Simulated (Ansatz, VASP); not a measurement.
## One calculation of ZnHgO2, two programs

INCAR

```
  PREC = Accurate
  ENCUT = 520
  EDIFF = 1E-7
  ISMEAR = -1
  SIGMA = 0.02
  LREAL = F
  LASPH = T
  NELM = 100
  ALGO = Normal
  ISIF = 2
  LWAVE = F
  LCHARG = F
  GGA = PE
  NBANDS = 26
```

File KPOINTS:

```
Automatic mesh
0
Gamma
  6 6 4
```

Contents of POSCAR:

```
ZnHgO2
1.0
    3.3597506127      0.0000000000      0.0000000000
    0.0000000000      3.3597506127      0.0000000000
    0.0000000000      0.0000000000      5.1624116969
Zn O Hg
1 2 1
Direct
    0.0000000000      0.0000000000      0.0000000000
    0.0000000000      0.5000000000      0.2034985326
    0.5000000000      0.0000000000      0.7965014674
    0.5000000000      0.5000000000      0.5000000000
```

Input for Ansatz:

```yaml
crystal:
  lattice:
    - [3.3597506127, 0.0, 0.0]
    - [0.0, 3.3597506127, 0.0]
    - [0.0, 0.0, 5.1624116969]
  atoms:
    - { symbol: Zn, position: [0.0, 0.0, 0.0] }
    - { symbol: O, position: [0.0, 0.5, 0.2034985326] }
    - { symbol: Hg, position: [0.5, 0.5, 0.5] }
    - { symbol: O, position: [0.5, 0.0, 0.7965014674] }
kpoints:
  mp_grid: { grid: [6, 6, 4] }
hamiltonian:
  xc: pbe
scf:
  occupations: { method: fermi_dirac, width: 0.02 }
  n_extra_bands: 5
output:
  forces: true
  stress: true
  eigenvalues: true
```

Alike in both runs: task single point; functional PBE; k mesh 6 × 6 × 4; occupations fermi-dirac, width 0.02 eV; no spin polarisation.

|  | VASP | Ansatz |
| --- | --- | --- |
| version | VASP 6.6.1 | Ansatz 0.2.0 |
| potentials or method | VASP PAW PBE potentials, release 64 (Zn, O, Hg) | plane waves, PAW |
| plane-wave cutoff (eV) | 520 | 420 |
| valence electrons in the cell | 36 | 44 |

|  | VASP | Ansatz | Ansatz less VASP |
| --- | --- | --- | --- |
| pressure (GPa) | 4.4 | 3.4 | -1.00 |
| rms of the force components (eV/Å) | 0.019 | 0.007 | -0.0123 |

VASP's potentials hold 36 valence electrons a cell and Ansatz's 44, so a difference there can come from the potentials and not from the codes.

Neither program's run includes spin-orbit coupling.
